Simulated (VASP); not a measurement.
Crystal: Fe.

```
CELL_PARAMETERS angstrom
0.00000 1.78450 1.78450
3.56900 0.00000 3.56900
1.78450 1.78450 0.00000
ATOMIC_POSITIONS crystal
Fe 0.00000 0.00000 0.00000
Fe 0.00000 0.50000 0.00000
```

This isn't the form of Fe at room conditions, which is bcc.

Base run:

* Program: VASP 6.6.1
* Functional: r2SCAN
* Potentials or basis: VASP PAW PBE potentials, release 64 (Fe)
* Cutoff: 520 eV
* k mesh: 12 × 6 × 12
* Occupations: fermi-dirac, width 0.1 eV
* Spin: collinear spin, ferromagnetic start
* Starting moments: [0.4, 0.4] μB

Its results: pressure -30.5 GPa; net moment 0.00 μB per cell.

**Question.** The run is repeated on the same cell with these changes: further incar settings from ALGO = Normal; EDIFF = 1e-07; NBANDS = 19 to ALGO = Normal; EDIFF = 1e-06; NBANDS = 19; moments at the start from [0.4, 0.4] to [4.0, 4.0]. What comes out?

**Answer.** Pressure 12.5 GPa; net moment 5.47 μB per cell; site moments Fe +2.77 μB.

Caveats: the PAW data sets were made with another functional, which shifts forces and pressure a little; the cell stands under tension (at least some runs); the cell stands under pressure (at least some runs).
